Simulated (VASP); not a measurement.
# MgI2 (Cm) in VASP: a series of runs, part 2 of 2

VASP 6.6.1. The steps go on from the part before.

**3. Single point, PBE (atom 1 (Mg) moved by (-0.225, +0.000) A along y and z)**

Contents of INCAR:

```
SYSTEM = MgI2
ALGO = Normal ; EDIFF = 1E-6
ENCUT = 520 ; GGA = PE
ISIF = 2 ; ISMEAR = 0
LASPH = .True. ; LCHARG = .True.
LELF = .True. ; LREAL = .False.
LVHAR = .True. ; LWAVE = .False.
NBANDS = 15 ; NELM = 100
PREC = Accurate ; SIGMA = 0.05
```

Contents of KPOINTS:

```
k-points
0
Gamma
  6 6 4
  0 0 0
```

Contents of POSCAR:

```
MgI2
1.0
    4.1537001214      0.0000000000      0.0000000000
   -2.0768500607      3.5972098248      0.0000000000
    0.0000000000      0.0000000000      6.8620000000
Mg I
1 2
Direct
   -0.0312742391     -0.0625484781      0.0000000000
    0.3333333333      0.6666666667      0.7576300000
    0.6666666667      0.3333333333      0.2423700000
```

Potentials or basis: VASP PAW PBE potentials, release 64 (Mg, I).

Launch:

```sh
$ cat potpaw_PBE.64/Mg/POTCAR potpaw_PBE.64/I/POTCAR > POTCAR
$ mpirun -np 1 vasp_std > vasp.out
```

Wall time 2 min (1 thread of Intel Xeon 8259CL, shared host); peak memory 0.26 GiB.

It converged, with:

| Property | Result |
| --- | --- |
| Free energy | -7.6305 eV |
| Pressure | 1.7 GPa |
| Largest force | 0.593 eV/Å |
| Band gap on the k mesh | 3.50 eV (least direct gap 3.68 eV) |

Forces on the atoms (eV/Å):
```
Mg   0.000  0.591 -0.044
I    0.000 -0.199 -0.124
I    0.000 -0.392  0.168
```

Stress tensor (GPa, compression positive):
```
 1.36  0.00  0.00
 0.00  1.73 -0.50
 0.00 -0.50  1.99
```

Levels at points of the mesh, in eV from the valence-band top:
```csv
k point,band 4,band 5,band 6,band 7,band 8,band 9,band 10,band 11,band 12,band 13
"(0.00, 0.00, 0.00)",-0.54,-0.53,-0.07,-0.06,0.00,3.68,4.73,6.67,6.72,7.45
"(0.50, 0.00, 0.00)",-2.84,-1.90,-1.41,-0.93,-0.46,3.59,5.30,5.52,7.00,8.01
"(0.00, 0.50, 0.00)",-2.82,-1.89,-1.43,-0.94,-0.47,3.62,5.25,5.57,6.93,8.03
"(0.00, 0.00, 0.50)",-1.48,-0.45,-0.43,-0.15,-0.14,4.60,4.83,6.49,6.56,7.80
"(0.50, 0.00, 0.50)",-3.22,-1.24,-1.18,-0.82,-0.68,3.52,5.18,5.63,6.09,7.80
"(0.00, 0.50, 0.50)",-3.20,-1.26,-1.15,-0.83,-0.71,3.54,5.19,5.64,6.11,7.71
```

Caveat: the cell differs from its parent crystal (atom 1 (Mg) moved by (-0.225, +0.000) A along y and z); spin-orbit coupling is left out, which moves the levels of the heavy elements; this functional lacks dispersion, which binds layers or chains, so the pressure and a relaxed spacing across them are unreliable. A k mesh can miss the band edges.

**4. Single point, PBE (atom 1 (Mg) moved by (-0.225, +0.450) A along y and z)**

Contents of INCAR:

```
PREC = Accurate
ENCUT = 520
EDIFF = 1E-6
ISMEAR = 0
SIGMA = 0.05
LREAL = F
LASPH = T
NELM = 60
ALGO = Normal
ISIF = 2
LWAVE = F
LCHARG = F
GGA = PE
NBANDS = 15
```

Contents of KPOINTS:

```
Automatic mesh
0
Gamma
  6 6 4
```

POSCAR, as its differences from that of step 3:

```diff
@@ -8,3 +8,3 @@
 Direct
-   -0.0312742391     -0.0625484781      0.0000000000
+   -0.0312742391     -0.0625484781      0.0655785485
     0.3333333333      0.6666666667      0.7576300000
```

Launch:

```sh
$ cat potpaw_PBE.64/Mg/POTCAR potpaw_PBE.64/I/POTCAR > POTCAR
$ mpirun -np 1 vasp_std > vasp.out
```

It took 93 s on 1 thread of Intel Xeon 8259CL, shared host; peak memory 0.27 GiB.

The run converged. Its results:

- Free energy: -7.0060 eV
- Pressure: 3.4 GPa
- Largest force: 2.970 eV/Å
- Band gap on the k mesh: 2.33 eV

Forces in eV/Å, atoms in the order of the input:
```
Mg   0.000  1.375 -2.632
I    0.000  0.021  0.866
I    0.000 -1.396  1.767
```

Stress tensor (GPa, compression positive):
```
 1.97  0.00  0.00
 0.00  7.01 -2.72
 0.00 -2.72  1.21
```

Levels at points of the mesh, in eV from the valence-band top:
```csv
k point,band 5,band 6,band 7,band 8,band 9,band 10,band 11,band 12
"(0.00, 0.00, 0.00)",-2.31,-0.79,-0.14,0.00,2.33,4.06,4.95,5.40
"(0.50, 0.00, 0.00)",-3.25,-2.61,-1.55,-0.59,2.36,3.78,5.44,6.13
"(0.00, 0.50, 0.00)",-3.10,-2.56,-1.55,-0.66,2.52,3.86,5.23,6.07
"(0.00, 0.00, 0.50)",-2.30,-2.12,-0.15,-0.01,2.86,4.67,4.80,5.28
"(0.50, 0.00, 0.50)",-3.23,-1.99,-1.37,-0.69,2.41,3.58,4.90,5.83
"(0.00, 0.50, 0.50)",-3.06,-1.96,-1.39,-0.77,2.50,3.69,5.07,5.69
```

Caveat: the cell differs from its parent crystal (atom 1 (Mg) moved by (-0.225, +0.450) A along y and z); the stress differs along the axes, from 1 to 7 GPa; spin-orbit coupling is left out, which moves the levels of the heavy elements; this functional lacks dispersion, which binds layers or chains, so the pressure and a relaxed spacing across them are unreliable; forces of over 1 eV/Å act on the atoms, so gaps and moduli don't describe the material at rest. A k mesh can miss the band edges.

**5. Single point, PBE (atom 1 (Mg) moved by (-0.225, -0.225) A along y and z)**

Contents of INCAR:

```
  PREC = Accurate
  ENCUT = 520
  EDIFF = 1E-6
  ISMEAR = 0
  SIGMA = 0.05
  LREAL = False
  LASPH = True
  NELM = 100
  ALGO = Normal
  ISIF = 2
  LWAVE = False
  LCHARG = False
  GGA = PE
  NBANDS = 15
```

KPOINTS is that of step 4.

POSCAR, as its differences from that of step 4:

```diff
@@ -8,3 +8,3 @@
 Direct
-   -0.0312742391     -0.0625484781      0.0655785485
+   -0.0312742391     -0.0625484781     -0.0327892743
     0.3333333333      0.6666666667      0.7576300000
```

Launch:

```sh
$ cat potpaw_PBE.64/Mg/POTCAR potpaw_PBE.64/I/POTCAR > POTCAR
$ mpirun -np 1 vasp_std > vasp.out
```

It took 92 s on 1 thread of Intel Xeon 8259CL, shared host; peak memory 0.26 GiB.

It converged, with:

```yaml
Free_energy: -7.4859 eV
Pressure: 2.1 GPa
Largest_force: 1.436 eV/Å
Band_gap_on_the_k_mesh: 3.03 eV (least direct gap 3.14 eV)
```

Forces in eV/Å, atoms in the order of the input:
```
Mg   0.000  0.577  1.315
I    0.000 -0.430 -0.872
I    0.000 -0.147 -0.443
```

Stress tensor (GPa, compression positive):
```
3.10 0.00 0.00
0.00 1.40 0.54
0.00 0.54 1.76
```

Levels at points of the mesh, in eV from the valence-band top:
| k point | band 5 | band 6 | band 7 | band 8 | band 9 | band 10 | band 11 | band 12 |
| --- | --- | --- | --- | --- | --- | --- | --- | --- |
| (0.00, 0.00, 0.00) | -1.21 | -0.40 | -0.14 | 0.00 | 3.14 | 4.40 | 6.00 | 6.21 |
| (0.50, 0.00, 0.00) | -2.31 | -2.08 | -1.26 | -0.60 | 3.14 | 4.65 | 5.39 | 6.60 |
| (0.00, 0.50, 0.00) | -2.29 | -2.25 | -1.25 | -0.55 | 3.10 | 4.50 | 5.58 | 6.53 |
| (0.00, 0.00, 0.50) | -1.50 | -1.17 | -0.18 | -0.02 | 3.82 | 4.78 | 5.86 | 6.03 |
| (0.50, 0.00, 0.50) | -2.01 | -1.57 | -1.13 | -0.74 | 3.08 | 4.55 | 5.37 | 5.83 |
| (0.00, 0.50, 0.50) | -2.19 | -1.58 | -1.11 | -0.68 | 3.07 | 4.44 | 5.30 | 5.99 |

Caveat: the cell differs from its parent crystal (atom 1 (Mg) moved by (-0.225, -0.225) A along y and z); spin-orbit coupling is left out, which moves the levels of the heavy elements; this functional lacks dispersion, which binds layers or chains, so the pressure and a relaxed spacing across them are unreliable; forces of over 1 eV/Å act on the atoms, so gaps and moduli don't describe the material at rest. A k mesh can miss the band edges.

**6. Single point, PBE (atom 1 (Mg) moved by (-0.225, +0.225) A along y and z)**

Contents of INCAR:

```
SYSTEM = MgI2
PREC = Accurate
ENCUT = 520
EDIFF = 1E-6
ISMEAR = 0
SIGMA = 0.05
LREAL = .FALSE.
LASPH = .TRUE.
NELM = 60
ALGO = Normal
ISIF = 2
LWAVE = .FALSE.
LCHARG = .FALSE.
GGA = PE
NBANDS = 15
```

Contents of KPOINTS:

```
Automatic mesh
0
G
  6 6 4
  0 0 0
```

POSCAR, as its differences from that of step 5:

```diff
@@ -8,3 +8,3 @@
 Direct
-   -0.0312742391     -0.0625484781     -0.0327892743
+   -0.0312742391     -0.0625484781      0.0327892743
     0.3333333333      0.6666666667      0.7576300000
```

Potentials or basis: VASP PAW PBE potentials, release 64 (Mg, I).

Launch:

```sh
$ cat potpaw_PBE.64/Mg/POTCAR potpaw_PBE.64/I/POTCAR > POTCAR
$ mpirun -np 1 vasp_std > vasp.out
```

Run time: 1.7 min. Hardware: 1 thread of Intel Xeon 8259CL, shared host; peak memory 0.26 GiB.

The run converged. Its results:

* Free energy: -7.4654 eV
* Pressure: 2.2 GPa
* Largest force: 1.649 eV/Å
* Band gap on the k mesh: 3.01 eV (least direct gap 3.12 eV)

Forces in eV/Å, atoms in the order of the input:
```
Mg   0.000  0.852 -1.411
I    0.000 -0.057  0.469
I    0.000 -0.795  0.942
```

Stress tensor (GPa, compression positive):
```
 1.06  0.00  0.00
 0.00  3.57 -1.62
 0.00 -1.62  1.84
```

Levels at points of the mesh, in eV from the valence-band top:
```csv
k point,band 5,band 6,band 7,band 8,band 9,band 10,band 11,band 12
"(0.00, 0.00, 0.00)",-1.23,-0.40,-0.18,0.00,3.12,4.39,5.93,6.25
"(0.50, 0.00, 0.00)",-2.34,-2.16,-1.27,-0.57,3.08,4.54,5.50,6.59
"(0.00, 0.50, 0.00)",-2.30,-2.07,-1.27,-0.65,3.18,4.69,5.30,6.52
"(0.00, 0.00, 0.50)",-1.47,-1.20,-0.21,-0.02,3.80,4.78,5.77,6.09
"(0.50, 0.00, 0.50)",-2.13,-1.59,-1.13,-0.71,3.05,4.45,5.30,5.91
"(0.00, 0.50, 0.50)",-1.99,-1.57,-1.14,-0.81,3.09,4.59,5.40,5.78
```

Caveat: the cell differs from its parent crystal (atom 1 (Mg) moved by (-0.225, +0.225) A along y and z); spin-orbit coupling is left out, which moves the levels of the heavy elements; this functional lacks dispersion, which binds layers or chains, so the pressure and a relaxed spacing across them are unreliable; forces of over 1 eV/Å act on the atoms, so gaps and moduli don't describe the material at rest. A k mesh can miss the band edges.

**7. The runs side by side**

```csv
cell,gap on the mesh (eV),pressure (GPa),largest force (eV/Å)
"as given, atomic positions A",2.34,3.3,2.63
"as given, atomic positions B",3.50,1.7,0.59
"as given, atomic positions C",2.33,3.4,2.97
"as given, atomic positions D",3.03,2.1,1.44
"as given, atomic positions E",3.01,2.2,1.65
```

Alike in all rows: task single point; level PBE; potentials or basis VASP PAW PBE potentials, release 64 (Mg, I); no spin polarisation; k mesh 6 × 6 × 4; cutoff (eV) 520; smearing gaussian 0.05 eV.

Caveats: spin-orbit coupling is left out, which moves the levels of the heavy elements; this functional lacks dispersion, which binds layers or chains, so the pressure and a relaxed spacing across them are unreliable; forces of over 1 eV/Å act on the atoms, so gaps and moduli don't describe the material at rest (at least some runs); the stress differs along the axes, from 1 to 6 GPa (at least some runs); the stress differs along the axes, from 1 to 7 GPa (at least some runs).

Total energies depend on the potentials used, so only differences within one code and one set of settings carry meaning.
